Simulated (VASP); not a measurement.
# PbS (Fm-3m) in VASP: a series of runs

PbS is run at these levels: LDA; tasks: single point.

Program: VASP 6.6.1. These are calculated values, not measurements. Logs are shortened: lines on timing, memory, paths and dates and some standing lists are left out, and cuts for length are marked.

## Step 1: The cell of the first run

Symmetry: Fm-3m, No. 225, cubic system. Conventional cell: a = 5.809 Å, b = 5.809 Å, c = 5.809 Å, α = 90.00°, β = 90.00°, γ = 90.00°. Pb (site symmetry m-3m) has 6 S at 2.90 Å within 3.8 Å. S (site symmetry m-3m) has 6 Pb at 2.90 Å within 3.8 Å.

## Step 2: Single point, LDA (volume scaled by 0.94)

File INCAR:

```
PREC = Accurate
ENCUT = 520
EDIFF = 1E-6
ISMEAR = -1
SIGMA = 0.01
LREAL = F
LASPH = T
NELM = 100
ALGO = Normal
ISIF = 2
LWAVE = F
LCHARG = T
LELF = T
LVHAR = T
NBANDS = 17
```

File KPOINTS:

```
regular mesh
0
Gamma
  7 7 7
```

File POSCAR:

```
PbS
1.0
    0.0000000000      2.9044728123      2.9044728123
    2.9044728123      0.0000000000      2.9044728123
    2.9044728123      2.9044728123      0.0000000000
Pb S
1 1
Direct
    0.0000000000      0.0000000000      0.0000000000
    0.5000000000      0.5000000000      0.5000000000
```

Potentials or basis: VASP PAW LDA potentials, release 64 (Pb_d, S).

Started as:

```sh
$ cat potpaw_LDA.64/Pb_d/POTCAR potpaw_LDA.64/S/POTCAR > POTCAR
$ mpirun -np 1 vasp_std > vasp.out
```

OUTCAR:

```text
PREC = Accurate
   ENCUT = 520
   EDIFF = 1E-6
   ISMEAR = -1
   LREAL = F
   LASPH = T
   NELM = 100
   ISIF = 2

 ion  position               nearest neighbor table
   1  0.000  0.000  0.000-   2 2.90   2 2.90   2 2.90   2 2.90   2 2.90   2 2.90
   2  0.500  0.500  0.500-   1 2.90   1 2.90   1 2.90   1 2.90   1 2.90   1 2.90

  LATTYP: Found a face centered cubic cell.
 ALAT       =     5.8089456246

  Lattice vectors:

 A1 = (   0.0000000000,   2.9044728123,   2.9044728123)
 A2 = (   2.9044728123,   0.0000000000,   2.9044728123)
 A3 = (   2.9044728123,   2.9044728123,   0.0000000000)

Analysis of symmetry for initial positions (statically):
=====================================================================
 Subroutine PRICEL returns:
 Original cell was already a primitive cell.

 Routine SETGRP: Setting up the symmetry group for a
 face centered cubic supercell.

 Subroutine GETGRP returns: Found 48 space group operations
 (whereof 48 operations were pure point group operations)
 out of a pool of 48 trial point group operations.

The static configuration has the point symmetry O_h .

Analysis of symmetry for dynamics (positions and initial velocities):
=====================================================================
 Subroutine PRICEL returns:
 Original cell was already a primitive cell.

 Routine SETGRP: Setting up the symmetry group for a
 face centered cubic supercell.

 Subroutine GETGRP returns: Found 48 space group operations
 (whereof 48 operations were pure point group operations)
 out of a pool of 48 trial point group operations.

The dynamic configuration has the point symmetry O_h .

 Subroutine INISYM returns: Found 48 space group operations
 (whereof 48 operations are pure point group operations),
 and found     1 'primitive' translations

----------------------------------------------------------------------------------------

                                     Primitive cell

  volume of cell :      49.0040

  direct lattice vectors                    reciprocal lattice vectors
     0.000000000  2.904472812  2.904472812    -0.172148280  0.172148280  0.172148280
     2.904472812  0.000000000  2.904472812     0.172148280 -0.172148280  0.172148280
     2.904472812  2.904472812  0.000000000     0.172148280  0.172148280 -0.172148280

  length of vectors
     4.107544843  4.107544843  4.107544843     0.298169568  0.298169568  0.298169568

  position of ions in fractional coordinates (direct lattice)
     0.000000000  0.000000000  0.000000000
     0.500000000  0.500000000  0.500000000

  ion indices of the primitive-cell ions
   primitive index   ion index
                 1           1
                 2           2

----------------------------------------------------------------------------------------

 KPOINTS: regular mesh

Automatic generation of k-mesh.
 Grid dimensions read from file:
 generate k-points for:    7    7    7

 Generating k-lattice:

  Cartesian coordinates                     Fractional coordinates (reciprocal lattice)
    -0.024592611  0.024592611  0.024592611     0.142857143  0.000000000  0.000000000
     0.024592611 -0.024592611  0.024592611     0.000000000  0.142857143  0.000000000
     0.024592611  0.024592611 -0.024592611     0.000000000  0.000000000  0.142857143

  Length of vectors
     0.042595653  0.042595653  0.042595653

  Shift w.r.t. Gamma in fractional coordinates (k-lattice)
     0.000000000  0.000000000  0.000000000

 Subroutine IBZKPT returns following result:
 ===========================================

 Found     20 irreducible k-points:

 Following reciprocal coordinates:
            Coordinates               Weight
  0.000000  0.000000  0.000000      1.000000
  0.142857  0.000000  0.000000      8.000000
  0.285714  0.000000  0.000000      8.000000
  0.428571  0.000000  0.000000      8.000000
  0.142857  0.142857  0.000000      6.000000
  0.285714  0.142857  0.000000     24.000000
[... 12 lines left out ...]
 -0.428571  0.428571  0.142857     24.000000
 -0.285714  0.428571  0.142857     24.000000
   k-points           NKPTS =     20   k-points in BZ     NKDIM =     20   number of bands    NBANDS=     17
   number of dos      NEDOS =    301   number of ions     NIONS =      2
   total plane-waves  NPLWV =  32768
   dimension x,y,z NGX =    32 NGY =   32 NGZ =   32
   dimension x,y,z NGXF=    64 NGYF=   64 NGZF=   64
   ions per type =               1   1
   NGX,Y,Z   is equivalent  to a cutoff of  12.95, 12.95, 12.95 a.u.
   NGXF,Y,Z  is equivalent  to a cutoff of  25.90, 25.90, 25.90 a.u.
 SYSTEM =  unknown system
   PREC   = accura    normal or accurate (medium, high low for compatibility)
   ISTART =      0    job   : 0-new  1-cont  2-samecut
   ICHARG =      2    charge: 1-file 2-atom 10-const
   ISPIN  =      1    spin polarized calculation?
   LNONCOLLINEAR =      F non collinear calculations
   LSORBIT =      F    spin-orbit coupling
   LASPH  =      T    aspherical Exc in radial PAW
   ENCUT  =  520.0 eV  38.22 Ry    6.18 a.u.   7.64  7.64  7.64*2*pi/ulx,y,z
   NELM   =    100;   NELMIN=  2; NELMDL= -5     # of ELM steps
   EDIFF  = 0.1E-05   stopping-criterion for ELM
   LREAL  =      F    real-space projection
[... 7 lines left out ...]
   TEBEG  =    0.0;   TEEND  =   0.0 temperature during run
   PSTRESS=    0.0 pullay stress
   NELECT =      20.0000    total number of electrons
   NUPDOWN=      -1.0000    fix difference up-down
   EMIN   =  10.00;   EMAX   =-10.00  energy-range for DOS
   EFERMI =   0.00;   METHOD = LEGACY
   ISMEAR =    -1;   SIGMA  =   0.01  broadening in eV -4-tet -1-fermi 0-gaus
   EFERMI_NEDOS =   21; number of points for ismear=-14 and -15
   IALGO  =     38    algorithm
   IMIX   =      4    mixing-type and parameters
     AMIX     =   0.40;   BMIX     =  1.00
     AMIX_MAG =   1.60;   BMIX_MAG =  1.00
  volume/ion in A,a.u.               =      24.50       165.35
  Fermi-wavevector in a.u.,A,eV,Ry     =   1.214342  2.294773 20.063496  1.474625
  Thomas-Fermi vector in A             =   2.349764
   LORBIT       =      0    0 simple, 1 ext, 2 COOP (PROOUT), +10 PAW based schemes
   GGA     = CA    functional components
   LHFCALC =     F    Hartree Fock is set to
   AEXX    =    0.0000 exact exchange contribution
   IVDW    =     0    specifies the selected vdW correction
   LEPSILON=     F    determine dielectric tensor
   LRPA    =     F    only Hartree local field effects (RPA)
 non-spin polarized calculation
  energy-cutoff  :      520.00
  volume of cell :       49.00
 maximum number of plane-waves:      1363
   NGX = 15   NGY = 15   NGZ = 15

 number of electron      20.0000001 magnetization

 Free energy of the ion-electron system (eV)
  ---------------------------------------------------
  ext. energy  EPLUGINS =         0.00000000
  ---------------------------------------------------
  free energy    TOTEN  =        -9.99891263 eV

  energy without entropy =       -9.99891263  energy(sigma->0) =       -9.99891263

 E-fermi :   6.3728     XC(G=0): -10.3192

 val. band max:        6.1289930760   @ k =   0.4286   0.0000   0.0000
 cond. band min:       6.9719314703   @ k =   0.4286   0.0000   0.0000
 fundamental gap:      0.8429383943
 Fermi energy:         6.3728384319

 k-point     1 :       0.0000    0.0000    0.0000
  band No.  band energies     occupation
      1     -10.4477      2.00000
      2     -10.4477      2.00000
      3     -10.4477      2.00000
      4     -10.4410      2.00000
      5     -10.4410      2.00000
      6      -7.7111      2.00000
[... 9 lines left out ...]
     16      12.9377      0.00000
     17      14.6965      0.00000

 k-point     2 :       0.1429    0.0000    0.0000
  band No.  band energies     occupation
      1     -10.4504      2.00000
      2     -10.4504      2.00000
      3     -10.4468      2.00000
      4     -10.4348      2.00000
      5     -10.4348      2.00000
      6      -7.5161      2.00000
[... 9 lines left out ...]
     16      13.4380      0.00000
     17      16.3566      0.00000

 k-point     3 :       0.2857    0.0000    0.0000
  band No.  band energies     occupation
      1     -10.4675      2.00000
      2     -10.4675      2.00000
      3     -10.4460      2.00000
      4     -10.4099      2.00000
      5     -10.4099      2.00000
      6      -6.9827      2.00000
[... 9 lines left out ...]
     16      14.5454      0.00000
     17      18.9198      0.00000

 k-point     4 :       0.4286    0.0000    0.0000
  band No.  band energies     occupation
      1     -10.4813      2.00000
      2     -10.4813      2.00000
      3     -10.4462      2.00000
      4     -10.3895      2.00000
      5     -10.3895      2.00000
      6      -6.3736      2.00000
[... 9 lines left out ...]
     16      16.0305      0.00000
     17      17.6074      0.00000

 k-point     5 :       0.1429    0.1429    0.0000
  band No.  band energies     occupation
      1     -10.4643      2.00000
      2     -10.4541      2.00000
      3     -10.4346      2.00000
      4     -10.4333      2.00000
      5     -10.4333      2.00000
      6      -7.4449      2.00000
[... 9 lines left out ...]
     16      14.5108      0.00000
     17      15.7626      0.00000

 k-point     6 :       0.2857    0.1429    0.0000
  band No.  band energies     occupation
      1     -10.4925      2.00000
      2     -10.4541      2.00000
      3     -10.4447      2.00000
      4     -10.4185      2.00000
      5     -10.4066      2.00000
      6      -7.0099      2.00000
[... 9 lines left out ...]
     16      15.4255      0.00000
     17      17.4895      0.00000

 k-point     7 :       0.4286    0.1429    0.0000
  band No.  band energies     occupation
      1     -10.5108      2.00000
      2     -10.4611      2.00000
      3     -10.4449      2.00000
      4     -10.4060      2.00000
      5     -10.3867      2.00000
      6      -6.3908      2.00000
[... 9 lines left out ...]
     16      16.6212      0.00000
     17      17.7029      0.00000

 k-point     8 :      -0.4286    0.1429    0.0000
  band No.  band energies     occupation
      1     -10.5073      2.00000
      2     -10.4720      2.00000
      3     -10.4384      2.00000
      4     -10.3992      2.00000
      5     -10.3881      2.00000
      6      -6.1323      2.00000
[... 9 lines left out ...]
     16      15.9384      0.00000
     17      17.6344      0.00000
[... 123 lines left out ...]
      1     -10.6421      2.00000
      2     -10.4806      2.00000
      3     -10.4090      2.00000
      4     -10.3718      2.00000
      5     -10.3718      2.00000
      6      -5.8460      2.00000
[... 9 lines left out ...]
     16      18.6570      0.00000
     17      18.6575      0.00000

 k-point    16 :      -0.4286    0.4286    0.0000
  band No.  band energies     occupation
      1     -10.6368      2.00000
      2     -10.4720      2.00000
      3     -10.4167      2.00000
      4     -10.3760      2.00000
      5     -10.3711      2.00000
      6      -5.6884      2.00000
[... 9 lines left out ...]
     16      18.2487      0.00000
     17      18.4457      0.00000

 k-point    17 :       0.4286    0.2857    0.1429
  band No.  band energies     occupation
      1     -10.5274      2.00000
      2     -10.4525      2.00000
      3     -10.4464      2.00000
      4     -10.4008      2.00000
      5     -10.3983      2.00000
      6      -6.5122      2.00000
[... 9 lines left out ...]
     16      16.8740      0.00000
     17      17.0618      0.00000

 k-point    18 :      -0.4286    0.2857    0.1429
  band No.  band energies     occupation
      1     -10.5479      2.00000
      2     -10.4557      2.00000
      3     -10.4351      2.00000
      4     -10.4089      2.00000
      5     -10.3837      2.00000
      6      -5.9931      2.00000
[... 9 lines left out ...]
     16      17.0399      0.00000
     17      18.1333      0.00000

 k-point    19 :      -0.4286    0.4286    0.1429
  band No.  band energies     occupation
      1     -10.6088      2.00000
      2     -10.4607      2.00000
      3     -10.4285      2.00000
      4     -10.3907      2.00000
      5     -10.3719      2.00000
      6      -5.7908      2.00000
[... 9 lines left out ...]
     16      18.2287      0.00000
     17      18.4810      0.00000

 k-point    20 :      -0.2857    0.4286    0.1429
  band No.  band energies     occupation
      1     -10.5890      2.00000
      2     -10.4440      2.00000
      3     -10.4339      2.00000
      4     -10.4141      2.00000
      5     -10.3722      2.00000
      6      -5.7041      2.00000
[... 9 lines left out ...]
     16      18.1640      0.00000
     17      19.0114      0.00000

------------------------ aborting loop because EDIFF is reached ----------------------------------------

  FORCE on cell =-STRESS in cart. coord.  units (eV):
  Direction    XX          YY          ZZ          XY          YZ          ZX
  --------------------------------------------------------------------------------------
  -------------------------------------------------------------------------------------
  Total        0.3723623      0.3723623      0.3723623      0.0000000      0.0000000      0.0000000
  in kB       12.1743097     12.1743097     12.1743097      0.0000000      0.0000000      0.0000000
  external PRESSURE =      12.1743097 kB  Pullay stress =       0.0000000 kB

 VOLUME and BASIS-vectors are now :
 -----------------------------------------------------------------------------
  energy-cutoff  :      520.00
  volume of cell :       49.00
      direct lattice vectors                 reciprocal lattice vectors
     0.000000000  2.904472812  2.904472812    -0.172148280  0.172148280  0.172148280
     2.904472812  0.000000000  2.904472812     0.172148280 -0.172148280  0.172148280
     2.904472812  2.904472812  0.000000000     0.172148280  0.172148280 -0.172148280

 POSITION                                       TOTAL-FORCE (eV/Angst)
 -----------------------------------------------------------------------------------
      0.00000      0.00000      0.00000        -0.000000      0.000000     -0.000000
      2.90447      2.90447      2.90447         0.000000     -0.000000      0.000000
 -----------------------------------------------------------------------------------
    total drift:                                0.000000     -0.000000     -0.000000

  FREE ENERGIE OF THE ION-ELECTRON SYSTEM (eV)
  ---------------------------------------------------
  free  energy   TOTEN  =        -9.9989126258 eV

  energy  without entropy=       -9.9989126258  energy(sigma->0) =       -9.99891263
```

Wall time 13 s (1 thread of Intel Xeon 8259CL, shared host); peak memory 0.16 GiB.

What came out:

* Free energy: -9.9989 eV
* Pressure: 1.2 GPa

Levels at points of the mesh, in eV from the Fermi level:
```
           k point  band 8  band 9  band 10  band 11  band 12  band 13
(0.00, 0.00, 0.00)   -2.40   -2.40    -2.40     5.34     5.34     5.34
```

Caveat: this odd mesh misses L, where the gap lies, so gap, dielectric constants and Born charges aren't listed; spin-orbit coupling is left out, which moves the levels of the heavy elements.

## Step 3: Single point, LDA (volume scaled by 0.96)

File INCAR:

```
SYSTEM = PbS
PREC = Accurate ; ENCUT = 520
EDIFF = 1E-7 ; ISMEAR = -1
SIGMA = 0.01 ; LREAL = .False.
LASPH = .True. ; NELM = 60
ALGO = Normal ; ISIF = 2
LWAVE = .False. ; LCHARG = .False.
GGA = CA ; NBANDS = 17
```

File KPOINTS:

```
regular mesh
0
Gamma
  7 7 7
  0 0 0
```

File POSCAR:

```
PbS
1.0
    0.0000000000      2.9249275202      2.9249275202
    2.9249275202      0.0000000000      2.9249275202
    2.9249275202      2.9249275202      0.0000000000
Pb S
1 1
Direct
    0.0000000000      0.0000000000      0.0000000000
    0.5000000000      0.5000000000      0.5000000000
```

Potentials or basis: VASP PAW LDA potentials, release 64 (Pb_d, S).

Started as:

```sh
$ cat potpaw_LDA.64/Pb_d/POTCAR potpaw_LDA.64/S/POTCAR > POTCAR
$ mpirun -np 1 vasp_std > vasp.out
```

It took 13 s on 1 thread of Intel Xeon 8259CL, shared host; peak memory 0.16 GiB.

The run converged. Its results:

```yaml
Free_energy: -10.0027 eV
Pressure: -0.2 GPa
```

Levels at points of the mesh, in eV from the Fermi level:
```
           k point  band 8  band 9  band 10  band 11  band 12  band 13
(0.00, 0.00, 0.00)   -2.35   -2.35    -2.35     5.21     5.21     5.21
```

Caveat: this odd mesh misses L, where the gap lies, so gap, dielectric constants and Born charges aren't listed; spin-orbit coupling is left out, which moves the levels of the heavy elements.
